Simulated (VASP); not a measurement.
Crystal: BiB.

```
CELL_PARAMETERS angstrom
0.00000 2.62683 2.62683
2.62683 0.00000 2.62683
2.62683 2.62683 0.00000
ATOMIC_POSITIONS crystal
B 0.00000 0.00000 0.00000
Bi 0.50000 0.50000 0.50000
```

Base run:

* Program: VASP 6.6.1
* Functional: PBE
* Potentials or basis: VASP PAW PBE potentials, release 64 (B, Bi_d)
* Cutoff: 520 eV
* k mesh: 6 × 6 × 6
* Occupations: fermi-dirac, width 0.02 eV
* Spin: no spin polarisation

Its results: band gap on the k mesh zero (bands 9 and 10 overlap by 4.04 eV); pressure 1.3 GPa.

The run is repeated on the same cell with these changes: functional from PBE to r2SCAN. What comes out?

Band gap on the k mesh zero (bands 9 and 10 overlap by 4.29 eV); pressure 0.5 GPa.

Caveats: the structure was generated, so it needn't be the stable form of BiB; spin-orbit coupling is left out, which moves the levels of the heavy elements; the PAW data sets were made with another functional, which shifts forces and pressure a little (at least some runs).
